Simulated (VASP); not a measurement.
The system is YTl.

```
CELL_PARAMETERS angstrom
3.75100 0.00000 0.00000
0.00000 3.75100 0.00000
0.00000 0.00000 3.75100
ATOMIC_POSITIONS crystal
Y 0.50000 0.50000 0.50000
Tl 0.00000 0.00000 0.00000
```

* Program: VASP 6.6.1
* Task: relaxation of cell and atoms
* Functional: r2SCAN
* Potentials or basis: VASP PAW PBE potentials, release 64 (Y_sv, Tl_d)
* Cutoff: 600 eV
* k mesh: 8 × 8 × 8
* Occupations: fermi-dirac, width 0.1 eV
* Spin: no spin polarisation

At the start: pressure 1.4 GPa; volume 26.39 Å³/atom.

Problem. Where does the relaxation end?

Solution. Over 3 steps the energy falls by 2.5 meV/atom and the volume is 26.96 Å³/atom (+2.2 %); space group Pm-3m (No. 221, to 0.1 Å) before and after.

The path:
```
step  energy change (eV)  largest force (eV/Å)  pressure (GPa)  volume (Å³)
   1              0.0000                0.0000            1.44        52.78
   2             -0.0034                0.0000           -0.75        54.61
   3             -0.0050                0.0000            0.01        53.93
```

Final structure:
```cif
data_structure
_symmetry_space_group_name_H-M 'P 1'
_symmetry_Int_Tables_number 1
_cell_length_a 3.7781
_cell_length_b 3.7781
_cell_length_c 3.7781
_cell_angle_alpha 90.000
_cell_angle_beta 90.000
_cell_angle_gamma 90.000
_cell_volume 53.93
loop_
_atom_site_label
_atom_site_type_symbol
_atom_site_fract_x
_atom_site_fract_y
_atom_site_fract_z
_atom_site_occupancy
Y1 Y 0.50000 0.50000 0.50000 1
Tl1 Tl 0.00000 0.00000 0.00000 1
```

Caveat: the PAW data sets were made with another functional, which shifts forces and pressure a little.
